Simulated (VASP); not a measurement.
# Zr3H (Pm-3m) in VASP: further runs

The runs below take Zr3H through single point, relaxation of cell and atoms, with PBE.

All numbers are computed with VASP 6.6.1; they aren't measurements. Logs are shortened: lines on timing, memory, paths and dates and some standing lists are left out, and cuts for length are marked.

## (1) The cell of the first run

Symmetry: Pm-3m, No. 221, cubic system. Conventional cell: a = 4.248 Å, b = 4.248 Å, c = 4.248 Å, α = 90.00°, β = 90.00°, γ = 90.00°. Zr (site symmetry 4/mmm) has 8 Zr at 3.00 Å and 4 H at 3.00 Å within 4.0 Å. H (site symmetry m-3m) has 12 Zr at 3.00 Å within 4.0 Å.

## (2) Single point, PBE

File INCAR:

```
SYSTEM = Zr3H
PREC = Accurate
ENCUT = 520
EDIFF = 1E-6
ISMEAR = 0
SIGMA = 0.1
LREAL = .False.
LASPH = .True.
NELM = 100
ALGO = Fast
ISIF = 2
LWAVE = .False.
LCHARG = .False.
GGA = PE
NBANDS = 26
```

File KPOINTS:

```
regular mesh
0
Gamma
  4 4 4
  0 0 0
```

File POSCAR:

```
Zr3H
1.0
    4.2480626009      0.0000000000      0.0000000000
    0.0000000000      4.2480626009      0.0000000000
    0.0000000000      0.0000000000      4.2480626009
Zr H
3 1
Direct
    0.0000000000      0.5000000000      0.5000000000
    0.5000000000      0.0000000000      0.5000000000
    0.5000000000      0.5000000000      0.0000000000
    0.0000000000      0.0000000000      0.0000000000
```

Potentials or basis: VASP PAW PBE potentials, release 64 (Zr_sv, H).

On the command line:

```sh
cat potpaw_PBE.64/Zr_sv/POTCAR potpaw_PBE.64/H/POTCAR > POTCAR
mpirun -np 1 vasp_std > vasp.out
```

OUTCAR:

```text
SYSTEM = Zr3H
   PREC = Accurate
   ENCUT = 520
   EDIFF = 1E-6
   ISMEAR = 0
   LREAL = .False.
   LASPH = .True.
   NELM = 100
   ISIF = 2
   GGA = PE

 ion  position               nearest neighbor table
   1  0.000  0.500  0.500-   2 3.00   3 3.00   3 3.00   2 3.00   2 3.00   3 3.00   3 3.00   2 3.00

   2  0.500  0.000  0.500-   1 3.00   3 3.00   3 3.00   1 3.00   3 3.00   3 3.00   1 3.00   1 3.00

   3  0.500  0.500  0.000-   1 3.00   2 3.00   1 3.00   2 3.00   2 3.00   2 3.00   1 3.00   1 3.00

   4  0.000  0.000  0.000-

  LATTYP: Found a simple cubic cell.
 ALAT       =     4.2480626009

  Lattice vectors:

 A1 = (   4.2480626009,   0.0000000000,   0.0000000000)
 A2 = (   0.0000000000,   4.2480626009,   0.0000000000)
 A3 = (   0.0000000000,   0.0000000000,   4.2480626009)

Analysis of symmetry for initial positions (statically):
=====================================================================
 Subroutine PRICEL returns:
 Original cell was already a primitive cell.

 Routine SETGRP: Setting up the symmetry group for a
 simple cubic supercell.

 Subroutine GETGRP returns: Found 48 space group operations
 (whereof 48 operations were pure point group operations)
 out of a pool of 48 trial point group operations.

The static configuration has the point symmetry O_h .

Analysis of symmetry for dynamics (positions and initial velocities):
=====================================================================
 Subroutine PRICEL returns:
 Original cell was already a primitive cell.

 Routine SETGRP: Setting up the symmetry group for a
 simple cubic supercell.

 Subroutine GETGRP returns: Found 48 space group operations
 (whereof 48 operations were pure point group operations)
 out of a pool of 48 trial point group operations.

The dynamic configuration has the point symmetry O_h .

 Subroutine INISYM returns: Found 48 space group operations
 (whereof 48 operations are pure point group operations),
 and found     1 'primitive' translations

----------------------------------------------------------------------------------------

                                     Primitive cell

  volume of cell :      76.6607

  direct lattice vectors                    reciprocal lattice vectors
     4.248062601  0.000000000  0.000000000     0.235401427  0.000000000  0.000000000
     0.000000000  4.248062601  0.000000000     0.000000000  0.235401427  0.000000000
     0.000000000  0.000000000  4.248062601     0.000000000  0.000000000  0.235401427

  length of vectors
     4.248062601  4.248062601  4.248062601     0.235401427  0.235401427  0.235401427

  position of ions in fractional coordinates (direct lattice)
     0.000000000  0.500000000  0.500000000
     0.500000000  0.000000000  0.500000000
     0.500000000  0.500000000  0.000000000
     0.000000000  0.000000000  0.000000000

  ion indices of the primitive-cell ions
   primitive index   ion index
                 1           1
                 2           2
                 3           3
                 4           4

----------------------------------------------------------------------------------------

 KPOINTS: regular mesh

Automatic generation of k-mesh.
 Grid dimensions read from file:
 generate k-points for:    4    4    4

 Generating k-lattice:

  Cartesian coordinates                     Fractional coordinates (reciprocal lattice)
     0.058850357  0.000000000  0.000000000     0.250000000  0.000000000  0.000000000
     0.000000000  0.058850357  0.000000000     0.000000000  0.250000000  0.000000000
     0.000000000  0.000000000  0.058850357     0.000000000  0.000000000  0.250000000

  Length of vectors
     0.058850357  0.058850357  0.058850357

  Shift w.r.t. Gamma in fractional coordinates (k-lattice)
     0.000000000  0.000000000  0.000000000

 Subroutine IBZKPT returns following result:
 ===========================================

 Found     10 irreducible k-points:

 Following reciprocal coordinates:
            Coordinates               Weight
  0.000000  0.000000  0.000000      1.000000
  0.250000  0.000000  0.000000      6.000000
  0.500000  0.000000  0.000000      3.000000
  0.250000  0.250000  0.000000     12.000000
  0.500000  0.250000  0.000000     12.000000
  0.500000  0.500000  0.000000      3.000000
  0.250000  0.250000  0.250000      8.000000
  0.500000  0.250000  0.250000     12.000000
  0.500000  0.500000  0.250000      6.000000
  0.500000  0.500000  0.500000      1.000000
   k-points           NKPTS =     10   k-points in BZ     NKDIM =     10   number of bands    NBANDS=     26
   number of dos      NEDOS =    301   number of ions     NIONS =      4
   total plane-waves  NPLWV =  32768
   dimension x,y,z NGX =    32 NGY =   32 NGZ =   32
   dimension x,y,z NGXF=    64 NGYF=   64 NGZF=   64
   ions per type =               3   1
   NGX,Y,Z   is equivalent  to a cutoff of  12.52, 12.52, 12.52 a.u.
   NGXF,Y,Z  is equivalent  to a cutoff of  25.05, 25.05, 25.05 a.u.
 SYSTEM =  Zr3H
   PREC   = accura    normal or accurate (medium, high low for compatibility)
   ISTART =      0    job   : 0-new  1-cont  2-samecut
   ICHARG =      2    charge: 1-file 2-atom 10-const
   ISPIN  =      1    spin polarized calculation?
   LNONCOLLINEAR =      F non collinear calculations
   LSORBIT =      F    spin-orbit coupling
   LASPH  =      T    aspherical Exc in radial PAW
   ENCUT  =  520.0 eV  38.22 Ry    6.18 a.u.   7.90  7.90  7.90*2*pi/ulx,y,z
   NELM   =    100;   NELMIN=  2; NELMDL= -5     # of ELM steps
   EDIFF  = 0.1E-05   stopping-criterion for ELM
   LREAL  =      F    real-space projection
   EDIFFG = 0.1E-04   stopping-criterion for IOM
   NSW    =      0    number of steps for IOM
   IBRION =     -1    ionic relax: 0-MD 1-quasi-New 2-CG
   NFREE  =      0    steps in history (QN), initial steepest desc. (CG)
   ISIF   =      2    stress and relaxation
   ISYM   =      2    0-nonsym 1-usesym 2-fastsym
   POTIM  = 0.5000    time-step for ionic-motion
   TEBEG  =    0.0;   TEEND  =   0.0 temperature during run
   PSTRESS=    0.0 pullay stress
   NELECT =      37.0000    total number of electrons
   NUPDOWN=      -1.0000    fix difference up-down
   EMIN   =  10.00;   EMAX   =-10.00  energy-range for DOS
   EFERMI =   0.00;   METHOD = LEGACY
   ISMEAR =     0;   SIGMA  =   0.10  broadening in eV -4-tet -1-fermi 0-gaus
   EFERMI_NEDOS =   21; number of points for ismear=-14 and -15
   IALGO  =     68    algorithm
   IMIX   =      4    mixing-type and parameters
     AMIX     =   0.40;   BMIX     =  1.00
     AMIX_MAG =   1.60;   BMIX_MAG =  1.00
  volume/ion in A,a.u.               =      19.17       129.33
  Fermi-wavevector in a.u.,A,eV,Ry     =   1.284156  2.426703 22.436782  1.649057
  Thomas-Fermi vector in A             =   2.416367
   LORBIT       =      0    0 simple, 1 ext, 2 COOP (PROOUT), +10 PAW based schemes
   GGA     = PE    functional components
   LHFCALC =     F    Hartree Fock is set to
   AEXX    =    0.0000 exact exchange contribution
   IVDW    =     0    specifies the selected vdW correction
   LEPSILON=     F    determine dielectric tensor
   LRPA    =     F    only Hartree local field effects (RPA)
 non-spin polarized calculation
 RMM-DIIS sequential band-by-band and
 Gauss-broadening in eV      SIGMA  =   0.10
  energy-cutoff  :      520.00
  volume of cell :       76.66
 maximum number of plane-waves:      2103
 NGX is ok and might be reduce to    32
   NGX = 15   NGY = 15   NGZ = 15

 number of electron      36.9999999 magnetization

 Free energy of the ion-electron system (eV)
  ---------------------------------------------------
  ext. energy  EPLUGINS =         0.00000000
  ---------------------------------------------------
  free energy    TOTEN  =       -26.24077719 eV

  energy without entropy =      -26.20942520  energy(sigma->0) =      -26.22510120

 E-fermi :   8.0377     XC(G=0): -10.7528

 val. band max:        8.0171718505   @ k =   0.5000   0.2500   0.0000
 cond. band min:       8.0682463075   @ k =   0.5000   0.0000   0.0000
 fundamental gap:      0.0510744571
 Fermi energy:         8.0376926230

 k-point     1 :       0.0000    0.0000    0.0000
  band No.  band energies     occupation
      1     -40.6334      2.00000
      2     -40.3360      2.00000
      3     -40.3360      2.00000
      4     -19.1233      2.00000
      5     -19.1233      2.00000
      6     -19.1233      2.00000
[... 18 lines left out ...]
     25      12.0438      0.00000
     26      12.0438      0.00000

 k-point     2 :       0.2500    0.0000    0.0000
  band No.  band energies     occupation
      1     -40.5959      2.00000
      2     -40.3742      2.00000
      3     -40.3354      2.00000
      4     -19.0359      2.00000
      5     -19.0359      2.00000
      6     -18.9859      2.00000
[... 18 lines left out ...]
     25      11.8683      0.00000
     26      11.8722      0.00000

 k-point     3 :       0.5000    0.0000    0.0000
  band No.  band energies     occupation
      1     -40.5350      2.00000
      2     -40.4359      2.00000
      3     -40.3349      2.00000
      4     -18.9128      2.00000
      5     -18.9128      2.00000
      6     -18.7004      2.00000
[... 18 lines left out ...]
     25      10.7105      0.00000
     26      11.1005      0.00000

 k-point     4 :       0.2500    0.2500    0.0000
  band No.  band energies     occupation
      1     -40.5625      2.00000
      2     -40.3855      2.00000
      3     -40.3572      2.00000
      4     -19.0907      2.00000
      5     -18.9434      2.00000
      6     -18.7921      2.00000
[... 18 lines left out ...]
     25      11.3301      0.00000
     26      11.5027      0.00000
[... 90 lines left out ...]
      1     -40.4843      2.00000
      2     -40.4344      2.00000
      3     -40.3842      2.00000
      4     -19.1934      2.00000
      5     -18.9562      2.00000
      6     -18.9024      2.00000
[... 18 lines left out ...]
     25      11.2302      0.00000
     26      11.5736      0.00000

 k-point     9 :       0.5000    0.5000    0.2500
  band No.  band energies     occupation
      1     -40.4339      2.00000
      2     -40.4336      2.00000
      3     -40.4336      2.00000
      4     -19.2970      2.00000
      5     -19.0719      2.00000
      6     -18.9259      2.00000
[... 18 lines left out ...]
     25      11.0367      0.00000
     26      11.1487      0.00000

 k-point    10 :       0.5000    0.5000    0.5000
  band No.  band energies     occupation
      1     -40.4329      2.00000
      2     -40.4329      2.00000
      3     -40.4329      2.00000
      4     -19.4760      2.00000
      5     -19.0690      2.00000
      6     -19.0690      2.00000
[... 18 lines left out ...]
     25      10.6756      0.00000
     26      10.6757      0.00000

------------------------ aborting loop because EDIFF is reached ----------------------------------------

  FORCE on cell =-STRESS in cart. coord.  units (eV):
  Direction    XX          YY          ZZ          XY          YZ          ZX
  --------------------------------------------------------------------------------------
  -------------------------------------------------------------------------------------
  Total        0.1426407      0.1426407      0.1426407      0.0000000      0.0000000     -0.0000000
  in kB        2.9811330      2.9811330      2.9811330      0.0000000      0.0000000     -0.0000000
  external PRESSURE =       2.9811330 kB  Pullay stress =       0.0000000 kB

 VOLUME and BASIS-vectors are now :
 -----------------------------------------------------------------------------
  energy-cutoff  :      520.00
  volume of cell :       76.66
      direct lattice vectors                 reciprocal lattice vectors
     4.248062601  0.000000000  0.000000000     0.235401427  0.000000000  0.000000000
     0.000000000  4.248062601  0.000000000     0.000000000  0.235401427  0.000000000
     0.000000000  0.000000000  4.248062601     0.000000000  0.000000000  0.235401427

 POSITION                                       TOTAL-FORCE (eV/Angst)
 -----------------------------------------------------------------------------------
      0.00000      2.12403      2.12403         0.000000      0.000000      0.000000
      2.12403      0.00000      2.12403         0.000000      0.000000      0.000000
      2.12403      2.12403      0.00000         0.000000      0.000000      0.000000
      0.00000      0.00000      0.00000         0.000000      0.000000      0.000000
 -----------------------------------------------------------------------------------
    total drift:                                0.000000     -0.000000     -0.000000

  FREE ENERGIE OF THE ION-ELECTRON SYSTEM (eV)
  ---------------------------------------------------
  free  energy   TOTEN  =       -26.2407771920 eV

  energy  without entropy=      -26.2094251987  energy(sigma->0) =      -26.22510120
```

Run time: 57 s. Hardware: 1 thread of Oxide Virtual Turin-like, shared host; peak memory 0.14 GiB.

Results:

* Free energy: -26.2408 eV
* Pressure: 0.3 GPa
* Band gap on the k mesh: zero (an odd number of electrons rules out a gap without spin polarisation)

Caveat: the k points lie up to 0.37 Å⁻¹ apart, too coarse for converged energies and pressures of a metal.

## (3) Relaxation of cell and atoms, PBE

This run uses another cell than the first one, of 13.39 Å³/atom.

File INCAR:

```
  PREC = Accurate
  ENCUT = 600
  EDIFF = 1E-6
  ISMEAR = 0
  SIGMA = 0.1
  LREAL = F
  LASPH = T
  NELM = 100
  ALGO = Normal
  ISIF = 3
  LWAVE = F
  LCHARG = F
  GGA = PE
  IBRION = 2
  NSW = 90
  EDIFFG = -0.04
```

File KPOINTS:

```
regular mesh
0
Gamma
  4 4 4
```

File POSCAR:

```
Zr3H
1.0
    3.7695485561      0.0000000000      0.0000000000
    0.0000000000      3.7695485561      0.0000000000
    0.0000000000      0.0000000000      3.7695485561
Zr H
3 1
Direct
    0.0000000000      0.5000000000      0.5000000000
    0.5000000000      0.0000000000      0.5000000000
    0.5000000000      0.5000000000      0.0000000000
    0.0000000000      0.0000000000      0.0000000000
```

Potentials or basis: VASP PAW PBE potentials, release 64 (Zr_sv, H).

On the command line:

```sh
cat potpaw_PBE.64/Zr_sv/POTCAR potpaw_PBE.64/H/POTCAR > POTCAR
mpirun -np 1 vasp_std > vasp.out
```

Run time: 92 s. Hardware: 1 thread of Oxide Virtual Turin-like, shared host; peak memory 0.13 GiB.

The run converged. Its results:

* Free energy: -26.2282 eV
* Relaxed volume: 19.28 Å³/atom
* Relaxed cell: a = 4.256 Å, b = 4.256 Å, c = 4.256 Å, α = 90.00°, β = 90.00°, γ = 90.00°
* Space group after relaxing (to 0.1 Å): Pm-3m (No. 221)
* Energy gained by relaxing: 689.9 meV/atom
* Ionic steps: 4
* Pressure after relaxing: -0.1 GPa
* Band gap on the k mesh: zero (an odd number of electrons rules out a gap without spin polarisation)

The path:
| step | energy change (eV) | largest force (eV/Å) | pressure (GPa) | volume (Å³) |
| --- | --- | --- | --- | --- |
| 1 | 0.0000 | 0.0000 | 50.64 | 53.56 |
| 2 | -2.1296 | 0.0000 | -10.63 | 93.53 |
| 3 | -2.7587 | 0.0000 | 0.57 | 76.43 |
| 4 | -2.7597 | 0.0000 | -0.08 | 77.10 |

Final structure:
```xyz
4
Lattice="4.2562 0.0000 0.0000 0.0000 4.2562 0.0000 0.0000 0.0000 4.2562" Properties=species:S:1:pos:R:3 pbc="T T T"
Zr    0.0000    2.1281    2.1281
Zr    2.1281    0.0000    2.1281
Zr    2.1281    2.1281    0.0000
H     0.0000    0.0000    0.0000
```

Levels at points of the mesh, in eV from the Fermi level:
```
           k point  band 15  band 16  band 17  band 18  band 19  band 20  band 21  band 22
(0.00, 0.00, 0.00)    -1.81    -1.81    -1.73    -1.73    -1.73     2.25     2.93     2.93
(0.50, 0.00, 0.00)    -2.16    -1.27    -0.42    -0.42     0.03     0.89     0.89     1.63
(0.50, 0.50, 0.00)    -1.71    -0.92    -0.60    -0.32    -0.27    -0.27     1.02     1.02
(0.50, 0.50, 0.50)    -2.30    -2.30     0.76     0.76     0.76     1.80     1.80     1.80
```

Caveat: the k points lie up to 0.37 Å⁻¹ apart in the final cell, too coarse for converged energies and pressures of a metal; the volume moved by over 15 % at a fixed basis, so the end points are rough.

## (4) Single point, PBE

This run uses another cell than the first one, of 19.09 Å³/atom.

File INCAR:

```
  PREC = Accurate
  ENCUT = 520
  EDIFF = 1E-7
  ISMEAR = 0
  SIGMA = 0.1
  LREAL = False
  LASPH = True
  NELM = 100
  ALGO = Fast
  ISIF = 2
  LWAVE = False
  LCHARG = False
  GGA = PE
  NBANDS = 26
```

File KPOINTS:

```
regular mesh
0
Gamma
  12 12 12
```

File POSCAR:

```
Zr3H
1.0
    4.2423770059      0.0000000000      0.0000000000
    0.0000000000      4.2423770059      0.0000000000
    0.0000000000      0.0000000000      4.2423770059
Zr H
3 1
Direct
    0.0000000000      0.5000000000      0.5000000000
    0.5000000000      0.0000000000      0.5000000000
    0.5000000000      0.5000000000      0.0000000000
    0.0000000000      0.0000000000      0.0000000000
```

On the command line:

```sh
cat potpaw_PBE.64/Zr_sv/POTCAR potpaw_PBE.64/H/POTCAR > POTCAR
mpirun -np 1 vasp_std > vasp.out
```

It took 8.6 min on 1 thread of Oxide Virtual Turin-like, shared host; peak memory 0.24 GiB.

The run converged. Its results:

- Free energy: -26.2480 eV
- Pressure: 0.0 GPa
- Band gap on the k mesh: zero (an odd number of electrons rules out a gap without spin polarisation)

Levels at points of the mesh, in eV from the Fermi level:
| k point | band 16 | band 17 | band 18 | band 19 | band 20 | band 21 | band 22 | band 23 |
| --- | --- | --- | --- | --- | --- | --- | --- | --- |
| (0.00, 0.00, 0.00) | -1.76 | -1.71 | -1.71 | -1.71 | 2.38 | 3.02 | 3.02 | 3.02 |
| (0.50, 0.00, 0.00) | -1.25 | -0.36 | -0.36 | 0.11 | 0.95 | 0.95 | 1.72 | 1.87 |
| (0.50, 0.50, 0.00) | -0.88 | -0.55 | -0.27 | -0.22 | -0.22 | 1.08 | 1.08 | 2.41 |
| (0.50, 0.50, 0.50) | -2.27 | 0.82 | 0.82 | 0.82 | 1.91 | 1.91 | 1.91 | 2.22 |

(Continued in part 2 of 2.)

The gap in the log of VASP goes by the Fermi energy; the results here count the filled bands.